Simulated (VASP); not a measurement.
# Ga: relaxation of cell and atoms with PBE+D3(BJ)

The system is Ga.

```
Ga
1.0
    -1.38440    1.38440    2.31122
     1.38440   -1.38440    2.31122
     1.38440    1.38440   -2.31122
Ga
1
Cartesian
  0.0000 0.0000 0.0000
```

```yaml
Program: VASP 6.6.1
Task: relaxation of cell and atoms
Functional: PBE
Dispersion: D3(BJ)
Potentials_or_basis: VASP PAW PBE potentials, release 64 (Ga_d)
Cutoff: 600 eV
k_mesh: 13 × 13 × 13
Occupations: fermi-dirac, width 0.05 eV
Spin: no spin polarisation
Dipole_correction: no
Further_INCAR_settings: ALGO = Fast; EDIFF = 1e-06; IBRION = 2; EDIFFG = -0.01; NSW = 60; ISIF = 3
```

```yaml
Relaxed_volume: 17.87 Å³/atom
Relaxed_cell: a = 3.029 Å, b = 3.029 Å, c = 3.029 Å, α = 125.23°, β = 125.23°, γ = 81.16°
Space_group_after_relaxing_to_0.05_Å: I4/mmm (No. 139)
Energy_gained_by_relaxing: 0.4 meV/atom
Ionic_steps: 10
Pressure_after_relaxing: 0.0 GPa
Dispersion_energy_per_atom: -0.321 eV
```

Step by step:
| step | energy change (eV) | largest force (eV/Å) | pressure (GPa) | volume (Å³) |
| --- | --- | --- | --- | --- |
| 1 | 0.0000 | 0.0000 | 0.53 | 17.72 |
| 2 | -0.0003 | 0.0000 | 0.29 | 17.87 |
| 3 | -0.0001 | 0.0000 | -0.49 | 18.03 |
| 4 | -0.0003 | 0.0000 | -0.25 | 17.94 |
| 5 | -0.0003 | 0.0000 | -0.07 | 17.91 |
| 6 | -0.0003 | 0.0000 | -0.19 | 17.91 |
| 7 | -0.0003 | 0.0000 | 0.00 | 17.89 |
| 8 | -0.0003 | 0.0000 | -0.11 | 17.89 |
| 9 | -0.0004 | 0.0000 | -0.10 | 17.89 |
| 10 | -0.0004 | 0.0000 | -0.04 | 17.87 |

Final structure:
```
Ga
1.0
    -1.39341    1.39341    2.30061
     1.39341   -1.39341    2.30061
     1.39341    1.39341   -2.30061
Ga
1
Direct
  0.00000 0.00000 0.00000
```

Levels at points of the mesh, in eV from the Fermi level:
```
           k point  band 2  band 3  band 4  band 5  band 6  band 7  band 8  band 9  band 10
(0.00, 0.00, 0.00)  -14.87  -14.85  -14.85  -14.69  -11.41   12.74   12.95   12.95    16.35
```

It took 92 s on 1 thread of Intel Xeon 6975P-C, on a shared host, peak memory 0.19 GiB.

Caveat: pairwise dispersion overbinds metals, which lowers pressure and volume.
